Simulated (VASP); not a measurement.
Set up this calculation in VASP 6.6.1, as the native input.

| Item | Value |
| --- | --- |
| Task | single point |
| Functional | PBE |
| Potentials or basis | VASP PAW PBE potentials, release 64 (Pb_d, O) |
| Cutoff | 520 eV |
| k mesh | 4 × 4 × 6 |
| Occupations | gaussian, width 0.1 eV |
| Spin | no spin polarisation |
| Dipole correction | no |
| Further INCAR settings | ALGO = Normal; EDIFF = 1e-06; NBANDS = 35 |

The structure of PbO2 lies in POSCAR:

```
PbO2
1.0
    4.9577000000      0.0000000000      0.0000000000
    0.0000000000      4.9577000000      0.0000000000
    0.0000000000      0.0000000000      3.3879000000
Pb O
2 4
Direct
    0.0000000000      0.0000000000      0.0000000000
    0.5000000000      0.5000000000      0.5000000000
    0.3072000000      0.3072000000      0.0000000000
    0.1928000000      0.8072000000      0.5000000000
    0.6928000000      0.6928000000      0.0000000000
    0.8072000000      0.1928000000      0.5000000000
```

One way to write it, as run:

INCAR

```
SYSTEM = PbO2
  PREC = Accurate
  ENCUT = 520
  EDIFF = 1E-6
  ISMEAR = 0
  SIGMA = 0.1
  LREAL = .FALSE.
  LASPH = .TRUE.
  NELM = 60
  ALGO = Normal
  ISIF = 2
  LWAVE = .FALSE.
  LCHARG = .FALSE.
  GGA = PE
  NBANDS = 35
```

KPOINTS

```
regular mesh
0
G
  4 4 6
  0 0 0
```

Potentials or basis: VASP PAW PBE potentials, release 64 (Pb_d, O).

Launch:

```bash
$ cat potpaw_PBE.64/Pb_d/POTCAR potpaw_PBE.64/O/POTCAR > POTCAR
$ mpirun -np 1 vasp_std > vasp.out
```

Results of the run:

The pressure is 9.3 GPa. The largest force is 0.077 eV/Å and the band gap on the k mesh is 0.18 eV (least direct gap 0.65 eV).

Caveat: the cell stands under pressure; spin-orbit coupling is left out, which moves the levels of the heavy elements.

Wall time 57 s on 1 thread of Intel(R) Xeon(R) Platinum 8488C (Sapphire Rapids), with other jobs on the host, peak memory 0.22 GiB.
